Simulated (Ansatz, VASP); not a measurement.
# One calculation of Os, two programs

```xyz
2
Lattice="2.7341 0.0000 0.0000 -1.3670 2.3678 0.0000 0.0000 0.0000 4.3197" Properties=species:S:1:pos:R:3 pbc="T T T"
Os   -0.4243    1.1543    1.0799
Os    1.3670    0.7893    3.2398
```

Alike in both runs: task single point; functional PBEsol; k mesh 18 × 18 × 12; occupations gaussian, width 0.15 eV; no spin polarisation.

```csv
,VASP,Ansatz
version,VASP 6.6.1,Ansatz 0.2.0
potentials or method,"VASP PAW PBE potentials, release 64 (Os), cutoff 520 eV","scalar-relativistic, plane waves, PAW"
valence electrons in the cell,16,32
```

```tsv
	VASP	Ansatz	Ansatz less VASP
gap on the k mesh at the Fermi level (eV)	none	none	-
pressure (GPa)	20.2	19.5	-0.73
traceless stress, the component that is largest in VASP (GPa)	26.35	27.06	+0.711
rms of the force components (eV/Å)	2.084	2.112	+0.0272
```

VASP's potentials were made for PBE, not for PBEsol. Atom by atom the forces differ by 0.030 eV/Å (rms over components). A gap of «none» marks a metal or a gap that the smearing closes. The functional is the same, so the differences come from potentials, cutoffs and numerics. VASP's potentials hold 16 valence electrons a cell and Ansatz's 32, so a difference there can come from the potentials and not from the codes.

Spin-orbit coupling is off throughout.
